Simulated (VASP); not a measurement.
Crystal: MgF2.

```
Mg F
1.0
     4.69593    0.00000    0.00000
     0.00000    4.70046    0.00000
     0.00000    0.00000    3.09290
Mg F
2 4
Cartesian
  2.3480 2.3502 1.5465
  0.0000 0.0000 0.0000
  3.7729 0.9226 1.5465
  0.9230 3.7778 1.5465
  1.4249 1.4276 0.0000
  3.2710 3.2729 0.0000
```

```yaml
Program: VASP 6.6.1
Task: relaxation of cell and atoms
Functional: PBE
Dispersion: D3(BJ)
Potentials_or_basis: VASP PAW PBE potentials, release 64 (Mg, F)
Cutoff: 600 eV
k_mesh: 6 × 6 × 8
Occupations: gaussian, width 0.02 eV
Spin: no spin polarisation
```

At the start: pressure -3.0 GPa; volume 11.38 Å³/atom.

Question: How do energy, volume and symmetry change on relaxing?

Answer: Over 5 steps the energy falls by 3.7 meV/atom and the volume is 11.00 Å³/atom (-3.3 %); space group P4_2/mnm (No. 136, to 0.1 Å) before and after.

Step by step:
| step | energy change (eV) | largest force (eV/Å) | pressure (GPa) | volume (Å³) |
| --- | --- | --- | --- | --- |
| 1 | 0.0000 | 0.0016 | -3.04 | 68.27 |
| 2 | -0.0214 | 0.0519 | -0.10 | 66.16 |
| 3 | -0.0214 | 0.0537 | 0.00 | 66.09 |
| 4 | -0.0220 | 0.0219 | 0.01 | 66.05 |
| 5 | -0.0221 | 0.0015 | 0.01 | 66.02 |

Final structure:
```yaml
crystal:
  lattice:
    - [4.63989, 0.00000, 0.00000]
    - [0.00000, 4.64265, 0.00000]
    - [0.00000, 0.00000, 3.06478]
  atoms:
    - { symbol: Mg, position: [0.50000, 0.50000, 0.50000] }
    - { symbol: Mg, position: [0.00000, 0.00000, 0.00000] }
    - { symbol: F, position: [0.80274, 0.19699, 0.50000] }
    - { symbol: F, position: [0.19726, 0.80301, 0.50000] }
    - { symbol: F, position: [0.30274, 0.30301, 0.00000] }
    - { symbol: F, position: [0.69726, 0.69699, 0.00000] }
```
